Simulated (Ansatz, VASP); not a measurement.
## Li4ZrN2 in VASP and in Ansatz

```
Li Zr N
1.0
     0.00028    3.61885   -0.00015
    -1.94749   -0.00039    4.62956
     5.68908   -1.80896    0.00052
Li Zr N
4 1 2
Direct
  0.12989 0.11993 0.26082
  0.03432 0.48456 0.06767
  0.47052 0.87866 0.94157
  0.37490 0.24096 0.74804
  0.77499 0.70287 0.54994
  0.93299 0.06326 0.86678
  0.28239 0.50978 0.56518
```

Change from the starting cell: cell x1, atoms moved at random (sigma 0.05 Å) and cell strained at random (1.5 %), then relaxed without symmetry.

Alike in both runs: functional PBE; k mesh 6 × 6 × 6; occupations gaussian, width 0.2 eV; no spin polarisation.

Ansatz relaxed the structure, and its values are those at the end. VASP's run is a single point on that final structure, the one shown.

```csv
,VASP,Ansatz
version,VASP 6.6.1,Ansatz 0.2.0
potentials or method,"VASP PAW PBE potentials, release 64 (Li_sv, Zr_sv, N), cutoff 520 eV","scalar-relativistic, plane waves, PAW"
valence electrons in the cell,34,34
```

|  | VASP | Ansatz | Ansatz less VASP |
| --- | --- | --- | --- |
| gap on the k mesh at the Fermi level (eV) | 0.20 | 0.20 | -0.001 |
| least direct gap on the mesh (eV) | 0.20 | 0.20 | -0.001 |
| rms of the force components (eV/Å) | 0.010 | 0.005 | -0.0049 |

Noted on VASP's run: the cutoff is short for stress, so the pressure is rough.
